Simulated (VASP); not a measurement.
GaGe3, 4 atoms in the cell. Symmetry: Pm-3m, No. 221, cubic system. Conventional cell: a = 4.362 Å, b = 4.362 Å, c = 4.362 Å, α = 90.00°, β = 90.00°, γ = 90.00°. Within 4.1 Å of Ge (site symmetry 4/mmm) lie 8 Ge at 3.08 Å and 4 Ga at 3.08 Å. Ga (site symmetry m-3m) has 12 Ge at 3.08 Å within 4.1 Å.  This cell differs from its parent crystal: volume scaled by 1.06.

| Property | Result |
| --- | --- |
| Program | VASP 6.6.1 |
| Task | single point |
| Functional | LDA |
| Potentials or basis | VASP PAW LDA potentials, release 64 (Ge_d, Ga_d) |
| Cutoff | 520 eV |
| k mesh | 6 × 6 × 6 |
| Occupations | fermi-dirac, width 0.05 eV |
| Spin | no spin polarisation |
| Dipole correction | no |
| Further INCAR settings | ALGO = Normal; EDIFF = 1e-07; NBANDS = 36 |

Potentials or basis: VASP PAW LDA potentials, release 64 (Ge_d, Ga_d).

Command:

```sh
$ cat potpaw_LDA.64/Ge_d/POTCAR potpaw_LDA.64/Ga_d/POTCAR > POTCAR
$ mpirun -np 1 vasp_std > vasp.out
```

Hardware: 1 thread of Intel Xeon 6975P-C, on a shared host.

Question: Estimate the wall time of this run.

Answer: Run time: 30 s on 1 thread of Intel Xeon 6975P-C (shared host), peak memory 0.18 GiB. Counts: scf iterations 12, k points 20.
